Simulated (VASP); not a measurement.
Input of a VASP 6.6.1 run:

INCAR

```
SYSTEM = BaTiO3
PREC     = Accurate       ! precision mode
ENCUT    = 600            ! plane-wave cutoff, eV
EDIFF    = 1E-7           ! SCF threshold, eV
ISMEAR   = -1             ! smearing method
SIGMA    = 0.05           ! smearing width, eV
LREAL    = .False.        ! projectors in reciprocal space
LASPH    = .True.         ! aspherical terms in the spheres
NELM     = 150            ! most SCF steps
ALGO     = Normal         ! electronic algorithm
ISIF     = 3              ! what is computed and relaxed
LWAVE    = .False.        ! write WAVECAR
LCHARG   = .False.        ! write CHGCAR
LMAXMIX  = 4              ! l up to which the mixer works
LDAU     = .True.         ! DFT+U
LDAUTYPE = 2            
LDAUL    = -1 2 -1        ! shell
LDAUU    = 0 8 0          ! U, eV
LDAUJ    = 0 0 0        
LDAUPRINT= 1            
GGA      = PE             ! functional
IBRION   = 2              ! ionic algorithm
NSW      = 60             ! ionic steps
EDIFFG   = -0.01          ! ionic threshold
```

File KPOINTS:

```
Automatic mesh
0
Gamma
  7 7 7
  0 0 0
```

Contents of POSCAR:

```
BaTiO3
1.0
    2.8273666084      1.6323808724      2.3183934932
   -2.8273666084      1.6323808724      2.3183934932
    0.0000000000     -3.2647617449      2.3183934932
Ba Ti O
1 1 3
Direct
    0.0000000000      0.0000000000      0.0000000000
    0.4845000000      0.4845000000      0.4845000000
    0.5086000000      0.0175000000      0.5086000000
    0.0175000000      0.5086000000      0.5086000000
    0.5086000000      0.5086000000      0.0175000000
```

Potentials or basis: VASP PAW PBE potentials, release 64 (Ba_sv, Ti_sv, O).

Run with:

```bash
$ cat potpaw_PBE.64/Ba_sv/POTCAR potpaw_PBE.64/Ti_sv/POTCAR potpaw_PBE.64/O/POTCAR > POTCAR
$ mpirun -np 1 vasp_std > vasp.out
```

Question: What does it give for the relaxed volume?

Answer: 13.59 Å³/atom.

Question: What does it give for the space group after relaxing (to 0.1 Å)?

Answer: Pm-3m (No. 221).

Question: Estimate the band gap on the k mesh.

Answer: 2.67 eV (least direct gap 2.89 eV).

Question: Predict the relaxed cell.

Answer: a = 4.080 Å, b = 4.080 Å, c = 4.080 Å, α = 90.00°, β = 90.00°, γ = 90.00°.

Step by step:
| step | energy change (eV) | largest force (eV/Å) | pressure (GPa) | volume (Å³) |
| --- | --- | --- | --- | --- |
| 1 | 0.0000 | 2.3508 | 13.94 | 64.20 |
| 2 | -0.0155 | 0.3176 | -12.64 | 75.15 |
| 3 | -0.3038 | 0.5931 | -1.85 | 69.14 |
| 4 | -0.3041 | 0.6172 | -1.55 | 69.02 |
| 5 | -0.3040 | 0.6369 | -1.30 | 68.92 |
| 6 | -0.3279 | 0.4124 | 0.03 | 68.08 |
| 7 | -0.3355 | 0.1745 | 1.63 | 67.27 |
| 8 | -0.3428 | 0.1734 | -0.44 | 68.11 |
| 9 | -0.3431 | 0.1691 | -0.14 | 67.97 |
| 10 | -0.3449 | 0.1179 | -0.08 | 67.94 |
| 11 | -0.3463 | 0.0311 | 0.05 | 67.88 |
| 12 | -0.3465 | 0.0050 | -0.06 | 67.93 |

Caveat: spin-orbit coupling is left out, which moves the levels of the heavy elements. PBE usually gives volumes a little too large and moduli too small.
